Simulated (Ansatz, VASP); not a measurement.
## Two plane-wave programs on ZrO2

```
Zr O
1.0
     0.00000    2.53500    2.53500
     2.53500    0.00000    2.53500
     2.53500    2.53500    0.00000
Zr O
1 2
Cartesian
  0.0000 0.0000 0.0000
  1.2675 1.2675 1.2675
  3.8025 3.8025 3.8025
```

Alike in both runs: task single point; functional PBEsol; k mesh 8 × 8 × 8; occupations gaussian, width 0.05 eV; no spin polarisation.

|  | VASP | Ansatz |
| --- | --- | --- |
| version | VASP 6.6.1 | Ansatz 0.2.0 |
| potentials or method | VASP PAW PBE potentials, release 64 (Zr_sv, O), cutoff 600 eV | scalar-relativistic, plane waves, PAW |
| valence electrons in the cell | 24 | 24 |

VASP gave:

```
gap on the k mesh at the Fermi level (eV) : 3.31
least direct gap on the mesh (eV)         : 3.75
pressure (GPa)                            : -0.6
```

Problem. What did Ansatz give for the same quantities?

Solution. gap on the k mesh at the Fermi level (eV): 3.32; least direct gap on the mesh (eV): 3.75; pressure (GPa): -0.9.

VASP's potentials were made for PBE, not for PBEsol. The functional is the same, so the differences come from potentials, cutoffs and numerics.
